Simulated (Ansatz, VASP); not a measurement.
## Mg: VASP beside Ansatz

Contents of INCAR:

```
SYSTEM = Mg
  PREC = Accurate
  ENCUT = 520
  EDIFF = 1E-7
  ISMEAR = 0
  SIGMA = 0.15
  LREAL = .False.
  LASPH = .True.
  NELM = 60
  ALGO = Fast
  ISIF = 2
  LWAVE = .False.
  LCHARG = .True.
  LELF = .True.
  LVHAR = .True.
  NBANDS = 7
```

Contents of KPOINTS:

```
Automatic mesh
0
Gamma
  18 18 16
  0 0 0
```

The input POSCAR:

```
Mg
1.0
    3.0045453035      0.0000000000      0.0000000000
   -1.5022726518      2.6020125596      0.0000000000
    0.0000000000      0.0000000000      3.0448375700
Mg
1
Direct
    0.0000000000      0.0000000000      0.0000000000
```

Input for Ansatz:

```yaml
crystal:
  lattice:
    - [3.0045453035, 0.0, 0.0]
    - [-1.5022726518, 2.6020125596, 0.0]
    - [0.0, 0.0, 3.04483757]
  atoms:
    - { symbol: Mg, position: [0.0, 0.0, 0.0] }
basis:
  ecutwfc: 420
kpoints:
  mp_grid: { grid: [18, 18, 16] }
hamiltonian:
  xc: lda
scf:
  occupations: { method: gaussian, width: 0.15 }
output:
  forces: true
  stress: true
  eigenvalues: true
```

Change from the starting cell: strain -0.015 along x and y, +0.000 along z, atoms carried along.

Alike in both runs: task single point; functional LDA; k mesh 18 × 18 × 16; occupations gaussian, width 0.15 eV; no spin polarisation.

```csv
,VASP,Ansatz
version,VASP 6.6.1,Ansatz 0.2.0
potentials or method,"VASP PAW LDA potentials, release 64 (Mg), cutoff 520 eV","scalar-relativistic, plane waves, PAW"
valence electrons in the cell,2,10
```

VASP gave:

| Quantity | Value |
| --- | --- |
| gap on the k mesh at the Fermi level (eV) | none |
| pressure (GPa) | 0.3 |
| traceless stress, the component that is largest in VASP (GPa) | -1.00 |

**Question.** Estimate Ansatz's values.

**Answer.** gap on the k mesh at the Fermi level (eV): none; pressure (GPa): 0.5; traceless stress, the component that is largest in VASP (GPa): -1.00.

LDA's correlation is that of Perdew and Zunger in VASP and of Perdew and Wang (1992) in Ansatz. A gap of «none» marks a metal or a gap that the smearing closes. VASP's potentials hold 2 valence electrons a cell and Ansatz's 10, so a difference there can come from the potentials and not from the codes.
